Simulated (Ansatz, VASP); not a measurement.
**TaC5: VASP beside Ansatz**

INCAR

```
PREC = Accurate
ENCUT = 520
EDIFF = 1E-6
ISMEAR = 0
SIGMA = 0.1
LREAL = F
LASPH = T
NELM = 80
ALGO = Normal
ISIF = 2
LWAVE = F
LCHARG = F
GGA = PE
NBANDS = 24
```

KPOINTS

```
Automatic mesh
0
Gamma
  4 4 4
```

The input POSCAR:

```
TaC5
1.0
    2.5630784700     -3.9520893800      0.0000000000
    2.5630784700      3.9520893800      0.0000000000
    0.0000000000      0.0000000000      4.3140924600
Ta C
1 5
Direct
    0.5000000000      0.5000000000      0.0000000000
    0.7156502000      0.2843498000      0.0000000000
    0.2843498000      0.7156502000      0.0000000000
    0.0000000000      0.5000000000      0.4917092100
    0.5000000000      0.0000000000      0.5082907900
    0.0000000000      0.0000000000      0.0000000000
```

Input for Ansatz:

```yaml
crystal:
  lattice:
    - [2.56307847, -3.95208938, 0.0]
    - [2.56307847, 3.95208938, 0.0]
    - [0.0, 0.0, 4.31409246]
  atoms:
    - { symbol: Ta, position: [0.5, 0.5, 0.0] }
    - { symbol: C, position: [0.7156502, 0.2843498, 0.0] }
    - { symbol: C, position: [0.2843498, 0.7156502, 0.0] }
    - { symbol: C, position: [0.0, 0.5, 0.49170921] }
    - { symbol: C, position: [0.5, 0.0, 0.50829079] }
    - { symbol: C, position: [0.0, 0.0, 0.0] }
basis:
  ecutwfc: 420
kpoints:
  mp_grid: { grid: [4, 4, 4] }
hamiltonian:
  xc: pbe
scf:
  occupations: { method: gaussian, width: 0.1 }
  lower_state_search: "off"
output:
  forces: true
  stress: true
  eigenvalues: true
```

Alike in both runs: task single point; functional PBE; k mesh 4 × 4 × 4; occupations gaussian, width 0.1 eV; no spin polarisation.

|  | VASP | Ansatz |
| --- | --- | --- |
| version | VASP 6.6.1 | Ansatz 0.2.0 |
| potentials or method | VASP PAW PBE potentials, release 64 (Ta_pv, C), cutoff 520 eV | scalar-relativistic, plane waves, PAW |
| valence electrons in the cell | 31 | 33 |

Ansatz gave:

| Item | Value |
| --- | --- |
| gap on the k mesh at the Fermi level (eV) | none |
| pressure (GPa) | -1.3 |
| traceless stress, the component that is largest in VASP (GPa) | 42.14 |
| rms of the force components (eV/Å) | 3.677 |

Q: Which values does VASP return?

A: gap on the k mesh at the Fermi level (eV): none; pressure (GPa): -0.7; traceless stress, the component that is largest in VASP (GPa): 43.45; rms of the force components (eV/Å): 3.790.

Atom by atom the forces differ by 0.113 eV/Å (rms over components). A gap of «none» marks a metal or a gap that the smearing closes. With one functional, cell and mesh, what is left measures potentials, basis and numerics. VASP's potentials hold 31 valence electrons a cell and Ansatz's 33, so a difference there can come from the potentials and not from the codes.

The k mesh is coarse, so the values compare programs but aren't converged. Spin-orbit coupling is off throughout.
